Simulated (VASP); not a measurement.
# Sc (P6_3/mmc) in VASP: further runs, part 2 of 2

VASP 6.6.1. Earlier steps stand in the parts before.

### 5 Single point, PBEsol (volume scaled by 1.06)

INCAR

```
PREC = Accurate
ENCUT = 520
EDIFF = 1E-6
ISMEAR = -1
SIGMA = 0.05
LREAL = F
LASPH = T
NELM = 80
ALGO = Normal
ISIF = 2
LWAVE = F
LCHARG = F
GGA = PS
NBANDS = 18
```

KPOINTS

```
regular mesh
0
Gamma
  9 9 5
```

POSCAR

```
Sc
1.0
    3.3738988294      0.0000000000      0.0000000000
   -1.6869494147      2.9218820960      0.0000000000
    0.0000000000      0.0000000000      5.3767242965
Sc
2
Direct
    0.6666666667      0.3333333333      0.7500000000
    0.3333333333      0.6666666667      0.2500000000
```

Potentials or basis: VASP PAW PBE potentials, release 64 (Sc_sv).

Command:

```
> cat potpaw_PBE.64/Sc_sv/POTCAR > POTCAR
> mpirun -np 1 vasp_std > vasp.out
```

OUTCAR:

```text
PREC = Accurate
   ENCUT = 520
   EDIFF = 1E-6
   ISMEAR = -1
   LREAL = F
   LASPH = T
   NELM = 80
   ISIF = 2
   GGA = PS

 ion  position               nearest neighbor table
   1  0.667  0.333  0.750-   2 3.32   2 3.32   2 3.32   2 3.32   2 3.32   2 3.32
   2  0.333  0.667  0.250-   1 3.32   1 3.32   1 3.32   1 3.32   1 3.32   1 3.32

  LATTYP: Found a hexagonal cell.
 ALAT       =     3.3738988294
 C/A-ratio  =     1.5936234512

  Lattice vectors:

 A1 = (   3.3738988294,   0.0000000000,   0.0000000000)
 A2 = (  -1.6869494147,   2.9218820960,   0.0000000000)
 A3 = (   0.0000000000,   0.0000000000,   5.3767242965)

Analysis of symmetry for initial positions (statically):
=====================================================================
 Subroutine PRICEL returns:
 Original cell was already a primitive cell.

 Routine SETGRP: Setting up the symmetry group for a
 hexagonal supercell.

 Subroutine GETGRP returns: Found 24 space group operations
[... 155 lines left out ...]
   NGX = 13   NGY = 13   NGZ = 19

 number of electron      22.0000005 magnetization

 Free energy of the ion-electron system (eV)
  ---------------------------------------------------
  ext. energy  EPLUGINS =         0.00000000
  ---------------------------------------------------
  free energy    TOTEN  =       -13.12351223 eV

  energy without entropy =      -13.08578738  energy(sigma->0) =      -13.10464981

 E-fermi :   3.1670     XC(G=0):  -9.6984

 val. band max:        3.1296141265   @ k =   0.3333   0.1111   0.2000
 cond. band min:       3.1712249442   @ k =   0.3333   0.1111   0.4000
 fundamental gap:      0.0416108177
 Fermi energy:         3.1670042382

 k-point     1 :       0.0000    0.0000    0.0000
  band No.  band energies     occupation
      1     -46.2355      2.00000
      2     -46.1871      2.00000
      3     -25.0877      2.00000
      4     -24.8232      2.00000
      5     -24.8232      2.00000
      6     -24.7756      2.00000
[... 481 lines left out ...]
      5     -24.9856      2.00000
      6     -24.9087      2.00000
[... 10 lines left out ...]
     17       6.4868      0.00000
     18       6.4868      0.00000

 [... further k-points ...]
[... 5 lines left out ...]
  --------------------------------------------------------------------------------------
  -------------------------------------------------------------------------------------
  Total       -1.6153106     -1.6153106     -2.0578195      0.0000000      0.0000000     -0.0000000
  in kB      -48.8263349    -48.8263349    -62.2021429      0.0000000      0.0000000     -0.0000000
  external PRESSURE =     -53.2849376 kB  Pullay stress =       0.0000000 kB

 VOLUME and BASIS-vectors are now :
 -----------------------------------------------------------------------------
  energy-cutoff  :      520.00
  volume of cell :       53.00
      direct lattice vectors                 reciprocal lattice vectors
     3.373898829  0.000000000  0.000000000     0.296393001  0.171122579  0.000000000
    -1.686949415  2.921882096  0.000000000     0.000000000  0.342245158  0.000000000
     0.000000000  0.000000000  5.376724296     0.000000000  0.000000000  0.185986847

 POSITION                                       TOTAL-FORCE (eV/Angst)
 -----------------------------------------------------------------------------------
      1.68695      0.97396      4.03254        -0.000000      0.000000      0.000000
     -0.00000      1.94792      1.34418         0.000000     -0.000000      0.000000
 -----------------------------------------------------------------------------------
    total drift:                               -0.000000      0.000000     -0.000000

  FREE ENERGIE OF THE ION-ELECTRON SYSTEM (eV)
  ---------------------------------------------------
  free  energy   TOTEN  =       -13.1235122263 eV

  energy  without entropy=      -13.0857873846  energy(sigma->0) =      -13.10464981
```

OSZICAR:

```text
N       E                     dE             d eps       ncg     rms          rms(c)
DAV:   1     0.361819517570E+03    0.36182E+03   -0.10814E+04  1296   0.127E+03
DAV:   2     0.594905255029E+01   -0.35587E+03   -0.34874E+03  1592   0.534E+02
DAV:   3    -0.143691059571E+02   -0.20318E+02   -0.19626E+02  2118   0.155E+02
DAV:   4    -0.148286427814E+02   -0.45954E+00   -0.45638E+00  1976   0.221E+01
DAV:   5    -0.148364138182E+02   -0.77710E-02   -0.77689E-02  2214   0.298E+00    0.750E+00
DAV:   6    -0.133207434416E+02    0.15157E+01   -0.35096E+00  1706   0.200E+01    0.217E+00
DAV:   7    -0.131377329465E+02    0.18301E+00   -0.87321E-01  1782   0.888E+00    0.938E-01
DAV:   8    -0.131268009873E+02    0.10932E-01   -0.53915E-02  1750   0.286E+00    0.326E-01
DAV:   9    -0.131234924453E+02    0.33085E-02   -0.18671E-02  1780   0.131E+00    0.277E-02
DAV:  10    -0.131235123230E+02   -0.19878E-04   -0.20941E-04  2052   0.198E-01    0.107E-02
DAV:  11    -0.131235105046E+02    0.18184E-05   -0.92249E-06  1706   0.264E-02    0.375E-03
DAV:  12    -0.131235121519E+02   -0.16473E-05   -0.12553E-06  1208   0.115E-02    0.911E-04
DAV:  13    -0.131235122263E+02   -0.74376E-07   -0.13784E-07   908   0.583E-03
   1 F= -.13123512E+02 E0= -.13104650E+02  d E =-.377248E-01
```

stdout:

```text
POSCAR found type information on POSCAR Sc
 POSCAR found :  1 types and       2 ions
 scaLAPACK will be used
 -----------------------------------------------------------------------------
|                                                                             |
|                                                                             |
|     You enforced a specific xc type in the INCAR file but a different       |
|     I HOPE YOU KNOW WHAT YOU ARE DOING!                                     |
|                                                                             |
 -----------------------------------------------------------------------------

 LDA part: xc-table for (Slater+PW92), standard interpolation
 POSCAR, INCAR and KPOINTS ok, starting setup
 FFT: planning ... GRIDC
 FFT: planning ... GRID_SOFT
 FFT: planning ... GRID
 WAVECAR not read
 entering main loop
```

Run time: 73 s. Hardware: 1 thread of AMD EPYC 7R13, shared host; peak memory 0.16 GiB.

What came out:

| Property | Result |
| --- | --- |
| Free energy | -13.1235 eV |
| Pressure | -5.3 GPa |
| Band gap on the k mesh | zero (band 11 reaches 3.80 eV, above the bottom of band 12 at 2.79 eV) |

Levels at points of the mesh, in eV from the Fermi level:
| k point | band 8 | band 9 | band 10 | band 11 | band 12 | band 13 | band 14 | band 15 |
| --- | --- | --- | --- | --- | --- | --- | --- | --- |
| (0.00, 0.00, 0.00) | -27.93 | -5.00 | -1.60 | 0.33 | 1.51 | 1.51 | 1.61 | 1.88 |

Caveat: the PAW data sets were made with another functional, which shifts forces and pressure a little.

### 6 Summary

```tsv
cell	gap on the mesh (eV)	pressure (GPa)
a = 3.309, b = 3.309, c = 5.273 Å, angles 90.0, 90.0, 120.0°, 2 atoms	none	-2.8
a = 3.331, b = 3.331, c = 5.308 Å, angles 90.0, 90.0, 120.0°, 2 atoms	none	-3.7
a = 3.353, b = 3.353, c = 5.343 Å, angles 90.0, 90.0, 120.0°, 2 atoms	none	-4.6
a = 3.374, b = 3.374, c = 5.377 Å, angles 90.0, 90.0, 120.0°, 2 atoms	none	-5.3
```

Alike in all rows: task single point; level PBEsol; potentials or basis VASP PAW PBE potentials, release 64 (Sc_sv); no spin polarisation; k mesh 9 × 9 × 5; cutoff (eV) 520; smearing fermi-dirac 0.05 eV.

Caveats: the PAW data sets were made with another functional, which shifts forces and pressure a little.

Total energies depend on the potentials used, so only differences within one code and one set of settings carry meaning.
